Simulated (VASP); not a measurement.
# Co in VASP: notebook

The runs below take Co through single point, with LDA.

All numbers are computed with VASP 6.6.1; they aren't measurements. Logs are shortened: lines on timing, memory, paths and dates and some standing lists are left out, and cuts for length are marked.

### Step 1. The cell of the first run

The typed cell holds 2 atoms: a = 2.385 Å, b = 2.385 Å, c = 3.372 Å, α = 90.00°, β = 90.00°, γ = 90.00°.

This isn't the form of Co at room conditions, which is hcp.

### Step 2. Single point, LDA, collinear spin, antiferromagnetic start

Contents of INCAR:

```
PREC     = Accurate       # precision mode
ENCUT    = 520            # plane-wave cutoff, eV
EDIFF    = 1E-7           # SCF threshold, eV
ISMEAR   = -1             # smearing method
SIGMA    = 0.05           # smearing width, eV
LREAL    = F              # projectors in reciprocal space
LASPH    = T              # aspherical terms in the spheres
NELM     = 150            # most SCF steps
ALGO     = Normal         # electronic algorithm
ISIF     = 2              # what is computed and relaxed
LWAVE    = F              # write WAVECAR
LCHARG   = F              # write CHGCAR
ISPIN    = 2              # spin polarisation
MAGMOM   = 1.7 -1.7       # initial moments
LORBIT   = 11             # projections on sites
LMAXMIX  = 4              # l up to which the mixer works
NBANDS   = 20             # bands
```

Contents of KPOINTS:

```
Automatic mesh
0
Gamma
  21 21 15
```

Contents of POSCAR:

```
Co
1.0
    2.3850572788      0.0000000000      0.0000000000
    0.0000000000      2.3850572788      0.0000000000
    0.0000000000      0.0000000000      3.3718840527
Co
2
Direct
    0.0000000000      0.0000000000      0.0000000000
    0.5000000000      0.5000000000      0.5000000000
```

Potentials or basis: VASP PAW LDA potentials, release 64 (Co).

The run is started by

```console
$ cat potpaw_LDA.64/Co/POTCAR > POTCAR
$ mpirun -np 1 vasp_std > vasp.out
```

OUTCAR:

```text
PREC = Accurate
   ENCUT = 520
   EDIFF = 1E-7
   ISMEAR = -1
   LREAL = F
   LASPH = T
   NELM = 150
   ISIF = 2
   ISPIN = 2
   LORBIT = 11

 ion  position               nearest neighbor table
   1  0.000  0.000  0.000-   2 2.38   2 2.38   2 2.38   2 2.38   2 2.38   2 2.38   2 2.38   2 2.38

   2  0.500  0.500  0.500-   1 2.38   1 2.38   1 2.38   1 2.38   1 2.38   1 2.38   1 2.38   1 2.38

  LATTYP: Found a simple tetragonal cell.
 ALAT       =     2.3850572788
 C/A-ratio  =     1.4137539097

  Lattice vectors:

 A1 = (   2.3850572788,   0.0000000000,   0.0000000000)
 A2 = (   0.0000000000,   2.3850572788,   0.0000000000)
 A3 = (   0.0000000000,   0.0000000000,   3.3718840527)

Analysis of symmetry for initial positions (statically):
=====================================================================
 Subroutine PRICEL returns following result:

  LATTYP: Found a body centered tetragonal cell.
 ALAT       =     2.3850572788
 C/A-ratio  =     1.4137539097

  Lattice vectors:

 A1 = (  -1.1925286394,  -1.1925286394,  -1.6859420264)
 A2 = (   1.1925286394,   1.1925286394,  -1.6859420263)
 A3 = (   1.1925286394,  -1.1925286394,   1.6859420264)

   2 primitive cells build up your supercell.

 Routine SETGRP: Setting up the symmetry group for a
 simple tetragonal supercell.

 Subroutine GETGRP returns: Found 16 space group operations
 (whereof 16 operations were pure point group operations)
 out of a pool of 16 trial point group operations.

The static configuration has the point symmetry D_4h.

Analysis of symmetry for dynamics (positions and initial velocities):
=====================================================================
 Subroutine PRICEL returns following result:

  LATTYP: Found a body centered tetragonal cell.
 ALAT       =     2.3850572788
 C/A-ratio  =     1.4137539097

  Lattice vectors:

 A1 = (  -1.1925286394,  -1.1925286394,  -1.6859420264)
 A2 = (   1.1925286394,   1.1925286394,  -1.6859420263)
 A3 = (   1.1925286394,  -1.1925286394,   1.6859420264)

   2 primitive cells build up your supercell.

 Routine SETGRP: Setting up the symmetry group for a
 simple tetragonal supercell.

 Subroutine GETGRP returns: Found 16 space group operations
 (whereof 16 operations were pure point group operations)
 out of a pool of 16 trial point group operations.

The dynamic configuration has the point symmetry D_4h.

Analysis of structural, dynamic, and magnetic symmetry:
=====================================================================
 Subroutine PRICEL returns following result:

  LATTYP: Found a body centered tetragonal cell.
 ALAT       =     2.3850572788
 C/A-ratio  =     1.4137539097

  Lattice vectors:

 A1 = (  -1.1925286394,  -1.1925286394,  -1.6859420264)
 A2 = (   1.1925286394,   1.1925286394,  -1.6859420263)
 A3 = (   1.1925286394,  -1.1925286394,   1.6859420264)

   2 primitive cells build up your supercell.

 Routine SETGRP: Setting up the symmetry group for a
 simple tetragonal supercell.

 Subroutine GETGRP returns: Found 16 space group operations
 (whereof 16 operations were pure point group operations)
 out of a pool of 16 trial point group operations.

The overall configuration has the point symmetry D_4h.

 Subroutine INISYM returns: Found 16 space group operations
 (whereof 16 operations are pure point group operations),
 and found     2 'primitive' translations

----------------------------------------------------------------------------------------

                                     Primitive cell

  volume of cell :       9.5905

  direct lattice vectors                    reciprocal lattice vectors
    -1.192528639 -1.192528639 -1.685942026     0.000000000 -0.419277142 -0.296570103
     1.192528639  1.192528639 -1.685942026     0.419277142  0.000000000 -0.296570103
     1.192528639 -1.192528639  1.685942026     0.419277142 -0.419277142  0.000000000

  length of vectors
     2.384669710  2.384669710  2.384669710     0.513563188  0.513563188  0.592947421

  position of ions in fractional coordinates (direct lattice)
     0.000000000  0.000000000  0.000000000

  ion indices of the primitive-cell ions
   primitive index   ion index
                 1           1

----------------------------------------------------------------------------------------

 KPOINTS: Automatic mesh

Automatic generation of k-mesh.
 Grid dimensions read from file:
 generate k-points for:   21   21   15

 Generating k-lattice:

  Cartesian coordinates                     Fractional coordinates (reciprocal lattice)
     0.019965578  0.000000000  0.000000000     0.047619048  0.000000000  0.000000000
     0.000000000  0.019965578  0.000000000     0.000000000  0.047619048  0.000000000
     0.000000000  0.000000000  0.019771340     0.000000000  0.000000000  0.066666667

  Length of vectors
     0.019965578  0.019965578  0.019771340

  Shift w.r.t. Gamma in fractional coordinates (k-lattice)
     0.000000000  0.000000000  0.000000000

 Subroutine IBZKPT returns following result:
 ===========================================

 Found    528 irreducible k-points:

 Following reciprocal coordinates:
            Coordinates               Weight
  0.000000  0.000000  0.000000      1.000000
  0.047619  0.000000  0.000000      4.000000
  0.095238  0.000000  0.000000      4.000000
  0.142857  0.000000  0.000000      4.000000
  0.190476  0.000000  0.000000      4.000000
  0.238095  0.000000  0.000000      4.000000
[... 16 lines left out ...]
  0.142857  0.095238  0.000000      8.000000
  0.190476  0.095238  0.000000      8.000000
 [... further k-points ...]
   k-points           NKPTS =    528   k-points in BZ     NKDIM =    528   number of bands    NBANDS=     20
   number of dos      NEDOS =    301   number of ions     NIONS =      2
   total plane-waves  NPLWV =   9072
   dimension x,y,z NGX =    18 NGY =   18 NGZ =   28
   dimension x,y,z NGXF=    36 NGYF=   36 NGZF=   56
   ions per type =               2
   NGX,Y,Z   is equivalent  to a cutoff of  12.55, 12.55, 13.81 a.u.
   NGXF,Y,Z  is equivalent  to a cutoff of  25.09, 25.09, 27.61 a.u.
 SYSTEM =  unknown system
   PREC   = accura    normal or accurate (medium, high low for compatibility)
   ISTART =      0    job   : 0-new  1-cont  2-samecut
   ICHARG =      2    charge: 1-file 2-atom 10-const
   ISPIN  =      2    spin polarized calculation?
   LNONCOLLINEAR =      F non collinear calculations
   LSORBIT =      F    spin-orbit coupling
   LASPH  =      T    aspherical Exc in radial PAW
   ENCUT  =  520.0 eV  38.22 Ry    6.18 a.u.   4.43  4.43  6.27*2*pi/ulx,y,z
   NELM   =    150;   NELMIN=  2; NELMDL= -5     # of ELM steps
   EDIFF  = 0.1E-06   stopping-criterion for ELM
   LREAL  =      F    real-space projection
   EDIFFG = 0.1E-05   stopping-criterion for IOM
   NSW    =      0    number of steps for IOM
   IBRION =     -1    ionic relax: 0-MD 1-quasi-New 2-CG
   NFREE  =      0    steps in history (QN), initial steepest desc. (CG)
   ISIF   =      2    stress and relaxation
   ISYM   =      2    0-nonsym 1-usesym 2-fastsym
   POTIM  = 0.5000    time-step for ionic-motion
   TEBEG  =    0.0;   TEEND  =   0.0 temperature during run
   PSTRESS=    0.0 pullay stress
   NELECT =      18.0000    total number of electrons
   NUPDOWN=      -1.0000    fix difference up-down
   EMIN   =  10.00;   EMAX   =-10.00  energy-range for DOS
   EFERMI =   0.00;   METHOD = LEGACY
   ISMEAR =    -1;   SIGMA  =   0.05  broadening in eV -4-tet -1-fermi 0-gaus
   EFERMI_NEDOS =   21; number of points for ismear=-14 and -15
   IALGO  =     38    algorithm
   IMIX   =      4    mixing-type and parameters
     AMIX     =   0.40;   BMIX     =  1.00
     AMIX_MAG =   1.60;   BMIX_MAG =  1.00
  volume/ion in A,a.u.               =       9.59        64.72
  Fermi-wavevector in a.u.,A,eV,Ry     =   1.602786  3.028827 34.952325  2.568923
  Thomas-Fermi vector in A             =   2.699552
   LORBIT       =     11    0 simple, 1 ext, 2 COOP (PROOUT), +10 PAW based schemes
   GGA     = CA    functional components
   LHFCALC =     F    Hartree Fock is set to
   AEXX    =    0.0000 exact exchange contribution
   IVDW    =     0    specifies the selected vdW correction
   LEPSILON=     F    determine dielectric tensor
   LRPA    =     F    only Hartree local field effects (RPA)
 spin polarized calculation
  energy-cutoff  :      520.00
  volume of cell :       19.18
 maximum number of plane-waves:       537
 NGX is ok and might be reduce to    18
   NGX =  9   NGY =  9   NGZ = 13

 number of electron      17.9999996 magnetization      -0.0000000

 number of electron      17.9999996 magnetization       0.0000000

 Free energy of the ion-electron system (eV)
  ---------------------------------------------------
  ext. energy  EPLUGINS =         0.00000000
  ---------------------------------------------------
  free energy    TOTEN  =       -16.13567507 eV

  energy without entropy =      -16.10327867  energy(sigma->0) =      -16.11947687

 E-fermi :  11.7892     XC(G=0): -14.4945

 val. band max:       11.7867908513   @ k =   0.4286   0.1429   0.0667
 cond. band min:      11.7902337783   @ k =   0.1429   0.1429   0.3333
 fundamental gap:      0.0034429271
 Fermi energy:        11.7891740749

 spin component 1

 k-point     1 :       0.0000    0.0000    0.0000
  band No.  band energies     occupation
      1       2.2286      1.00000
      2       6.4424      1.00000
      3       7.1306      1.00000
      4       9.6108      1.00000
      5       9.6108      1.00000
      6       9.6131      1.00000
[... 541 lines left out ...]
     19      38.2475      0.00000
     20      39.2007      0.00000

 [... further k-points ...]

 spin component 2

 k-point     1 :       0.0000    0.0000    0.0000
  band No.  band energies     occupation
      1       2.2286      1.00000
      2       6.4424      1.00000
      3       7.1306      1.00000
      4       9.6108      1.00000
      5       9.6108      1.00000
      6       9.6131      1.00000
[... 541 lines left out ...]
     19      38.2475      0.00000
     20      39.2007      0.00000

 [... further k-points ...]

------------------------ aborting loop because EDIFF is reached ----------------------------------------

  FORCE on cell =-STRESS in cart. coord.  units (eV):
  Direction    XX          YY          ZZ          XY          YZ          ZX
  --------------------------------------------------------------------------------------
  -------------------------------------------------------------------------------------
  Total       -0.1064619     -0.1064619     -0.0963214      0.0000000      0.0000000     -0.0000000
  in kB       -8.8927203     -8.8927203     -8.0456878      0.0000000      0.0000000     -0.0000000
  external PRESSURE =      -8.6103761 kB  Pullay stress =       0.0000000 kB

 VOLUME and BASIS-vectors are now :
 -----------------------------------------------------------------------------
  energy-cutoff  :      520.00
  volume of cell :       19.18
      direct lattice vectors                 reciprocal lattice vectors
     2.385057279  0.000000000  0.000000000     0.419277142  0.000000000  0.000000000
     0.000000000  2.385057279  0.000000000     0.000000000  0.419277142  0.000000000
     0.000000000  0.000000000  3.371884053     0.000000000  0.000000000  0.296570103

 POSITION                                       TOTAL-FORCE (eV/Angst)
 -----------------------------------------------------------------------------------
      0.00000      0.00000      0.00000         0.000000     -0.000000     -0.000000
      1.19253      1.19253      1.68594        -0.000000      0.000000      0.000000
 -----------------------------------------------------------------------------------
    total drift:                                0.000000     -0.000000     -0.000000

  FREE ENERGIE OF THE ION-ELECTRON SYSTEM (eV)
  ---------------------------------------------------
  free  energy   TOTEN  =       -16.1356750725 eV

  energy  without entropy=      -16.1032786692  energy(sigma->0) =      -16.11947687

 total charge

# of ion       s       p       d       tot
------------------------------------------
    1        0.541   0.630   7.373   8.544
    2        0.541   0.630   7.373   8.544
--------------------------------------------------
tot          1.083   1.259  14.745  17.087

 magnetization (x)

# of ion       s       p       d       tot
------------------------------------------
    1        0.000   0.000   0.000   0.000
    2       -0.000  -0.000  -0.000  -0.000
--------------------------------------------------
tot          0.000   0.000   0.000   0.000
```

Wall time 3.2 min (1 thread of Intel Xeon 6975P-C (Granite Rapids), shared host); peak memory 0.35 GiB.

Results:

```
Free energy                                           : -16.1357 eV
Pressure                                              : -0.9 GPa
Band gap on the k mesh                                : zero (filled and empty bands overlap)
Net moment                                            : 0.00 μB per cell
Valence electrons inside the program's atomic spheres : Co 8.54
```

Levels at points of the mesh, in eV from the Fermi level:
Spin up:
| k point | band 7 | band 8 | band 9 | band 10 | band 11 | band 12 |
| --- | --- | --- | --- | --- | --- | --- |
| (0.00, 0.00, 0.00) | -0.63 | -0.63 | 0.38 | 0.62 | 0.62 | 2.95 |
Spin down:
| k point | band 5 | band 6 | band 7 | band 8 | band 9 | band 10 | band 11 | band 12 | band 13 | band 14 |
| --- | --- | --- | --- | --- | --- | --- | --- | --- | --- | --- |
| (0.00, 0.00, 0.00) | -2.18 | -2.18 | -0.63 | -0.63 | 0.38 | 0.62 | 0.62 | 2.95 | 11.52 | 16.38 |

(Continued in part 2 of 2.)
